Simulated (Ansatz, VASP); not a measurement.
# Mo2Br: VASP beside Ansatz

```xyz
6
Lattice="0.0000 3.8145 3.8145 3.8145 0.0000 3.8145 3.8145 3.8145 0.0000" Properties=species:S:1:pos:R:3 pbc="T T T"
Mo    2.8608    4.7681    2.8608
Mo    2.8608    2.8608    4.7681
Mo    4.7681    2.8608    2.8608
Mo    4.7681    4.7681    4.7681
Br    1.9072    1.9072    1.9072
Br    0.0000    0.0000    0.0000
```

Change from the starting cell: species swapped into the SrPt2 type (Fd-3m, No. 227).

Alike in both runs: functional PBE; k mesh 8 × 8 × 8; occupations gaussian, width 0.1 eV; no spin polarisation.

Ansatz relaxed the structure, and its values are those at the end. VASP's run is a single point on that final structure, the one shown.

```csv
,VASP,Ansatz
version,VASP 6.6.1,Ansatz 0.2.0
potentials or method,"VASP PAW PBE potentials, release 64 (Mo_sv, Br), cutoff 520 eV","scalar-relativistic, plane waves, PAW"
valence electrons in the cell,70,70
```

|  | VASP | Ansatz | Ansatz less VASP |
| --- | --- | --- | --- |
| gap on the k mesh at the Fermi level (eV) | none | none | - |
| pressure (GPa) | 0.2 | 0.0 | -0.21 |

A gap of «none» marks a metal or a gap that the smearing closes.
